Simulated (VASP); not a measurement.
Set up this calculation in VASP 6.6.1, as the native input.

```
Task                   : single point
Functional             : PBEsol
Potentials or basis    : VASP PAW PBE potentials, release 64 (Cu)
Cutoff                 : 520 eV
k mesh                 : 18 × 18 × 20
Occupations            : gaussian, width 0.1 eV
Spin                   : no spin polarisation
Dipole correction      : no
Further INCAR settings : ALGO = Fast; EDIFF = 1e-06; NBANDS = 18
```

The structure of Cu lies in POSCAR:

```
Cu
1.0
    2.8901834496      0.0000000000      0.0000000000
    0.0000000000      2.8901834496      0.0000000000
    0.0000000000      0.0000000000      2.7200144129
Cu
2
Direct
    0.0000000000      0.0000000000      0.0000000000
    0.5000000000      0.5000000000      0.5000000000
```

The input as run:

INCAR

```
SYSTEM = Cu
PREC = Accurate
ENCUT = 520
EDIFF = 1E-6
ISMEAR = 0
SIGMA = 0.1
LREAL = .FALSE.
LASPH = .TRUE.
NELM = 80
ALGO = Fast
ISIF = 2
LWAVE = .FALSE.
LCHARG = .TRUE.
GGA = PS
LELF = .TRUE.
LVHAR = .TRUE.
NBANDS = 18
```

KPOINTS

```
regular mesh
0
G
  18 18 20
  0 0 0
```

Potentials or basis: VASP PAW PBE potentials, release 64 (Cu).

The run is started by

```sh
$ cat potpaw_PBE.64/Cu/POTCAR > POTCAR
$ mpirun -np 1 vasp_std > vasp.out
```

Results of the run:

The pressure is 1.5 GPa and the band gap on the k mesh is zero (bands 11 and 12 overlap by 7.84 eV).

Caveat: the PAW data sets were made with another functional, which shifts forces and pressure a little.

It took 96 s on 1 thread of Intel(R) Xeon(R) Platinum 8488C (Sapphire Rapids), with other jobs on the host, peak memory 0.3 GiB.
